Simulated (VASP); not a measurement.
Input of a VASP 6.6.1 run:

File INCAR:

```
  PREC = Accurate
  ENCUT = 520
  EDIFF = 1E-6
  ISMEAR = 0
  SIGMA = 0.05
  LREAL = F
  LASPH = T
  NELM = 100
  ALGO = Normal
  ISIF = 2
  LWAVE = F
  LCHARG = F
  GGA = PS
  NBANDS = 20
```

KPOINTS

```
Automatic mesh
0
Gamma
  4 4 7
```

Contents of POSCAR:

```
S
1.0
    5.3981225034      0.0000000000      0.0000000000
    0.0000000000      5.3981225034      0.0000000000
    0.0000000000      0.0000000000      2.9371377575
S
4
Direct
    0.8758162673      0.8758162673      0.5000000000
    0.1241837327      0.1241837327      0.5000000000
    0.3758162673      0.6241837327      0.0000000000
    0.6241837327      0.3758162673      0.0000000000
```

Potentials or basis: VASP PAW PBE potentials, release 64 (S).

Command:

```console
$ cat potpaw_PBE.64/S/POTCAR > POTCAR
$ mpirun -np 1 vasp_std > vasp.out
```

Problem. Estimate the largest force.

Solution. 0.201 eV/Å.

Problem. Estimate the band gap on the k mesh.

Solution. Zero (band 12 reaches 5.27 eV, above the bottom of band 13 at 3.08 eV).

Problem. Estimate the pressure.

Solution. -0.5 GPa.

Stress tensor (GPa, compression positive):
```
-0.72  0.00  0.00
 0.00 -0.72  0.00
 0.00  0.00 -0.02
```

Caveat: the PAW data sets were made with another functional, which shifts forces and pressure a little.
